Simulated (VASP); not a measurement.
The system is Co.

```
Co
1.0
     2.43717    0.00000    0.00000
    -1.21859    2.11065    0.00000
     0.00000    0.00000    7.97892
Co
4
Direct
  0.66667 0.33333 0.75000
  0.00000 0.00000 0.50000
  0.33333 0.66667 0.25000
  0.00000 0.00000 0.00000
```

Base run:

| Quantity | Value |
| --- | --- |
| Program | VASP 6.6.1 |
| Functional | BLYP |
| Potentials or basis | VASP PAW PBE potentials, release 64 (Co_sv) |
| Cutoff | 690 eV |
| k mesh | 12 × 12 × 4 |
| Occupations | fermi-dirac, width 0.05 eV |
| Spin | collinear spin, ferromagnetic start |
| Starting moments | [2.0, 2.0, 2.0, 2.0] μB |

Its results: pressure 23.4 GPa; net moment 6.19 μB per cell; site moments Co +1.61, +1.58 (each value once) μB.

Task: The run is repeated on the same cell with these changes: dispersion from none to D3(BJ). What comes out?

Result: Pressure 6.9 GPa; net moment 6.19 μB per cell; site moments Co +1.61, +1.58 (each value once) μB.

Dispersion adds attraction, which lowers the pressure at fixed volume and, as a term added to the energy, leaves the levels alone.

Caveats: the cell stands under pressure; the PAW data sets were made with another functional, which shifts forces and pressure a little; the dispersion term is far too large for a dense solid, which distorts pressure and volume (at least some runs).
